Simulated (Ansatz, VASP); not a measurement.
**Na2S: VASP beside Ansatz**

```
CELL_PARAMETERS angstrom
0.00000 3.13732 3.13732
3.13732 0.00000 3.13732
3.13732 3.13732 0.00000
ATOMIC_POSITIONS crystal
S 0.00000 0.00000 0.00000
Na 0.25000 0.25000 0.25000
Na 0.75000 0.75000 0.75000
```

Alike in both runs: task single point; functional PBEsol; k mesh 6 × 6 × 6; occupations gaussian, width 0.05 eV; no spin polarisation.

|  | VASP | Ansatz |
| --- | --- | --- |
| version | VASP 6.6.1 | Ansatz 0.2.0 |
| potentials or method | VASP PAW PBE potentials, release 64 (S, Na_pv), cutoff 500 eV | scalar-relativistic, plane waves, PAW |
| valence electrons in the cell | 20 | 24 |

|  | VASP | Ansatz | Ansatz less VASP |
| --- | --- | --- | --- |
| gap on the k mesh at the Fermi level (eV) | 2.79 | 2.79 | +0.006 |
| least direct gap on the mesh (eV) | 2.79 | 2.79 | +0.006 |
| pressure (GPa) | 4.0 | 4.0 | -0.08 |

VASP's potentials were made for PBE, not for PBEsol. VASP's potentials hold 20 valence electrons a cell and Ansatz's 24, so a difference there can come from the potentials and not from the codes.
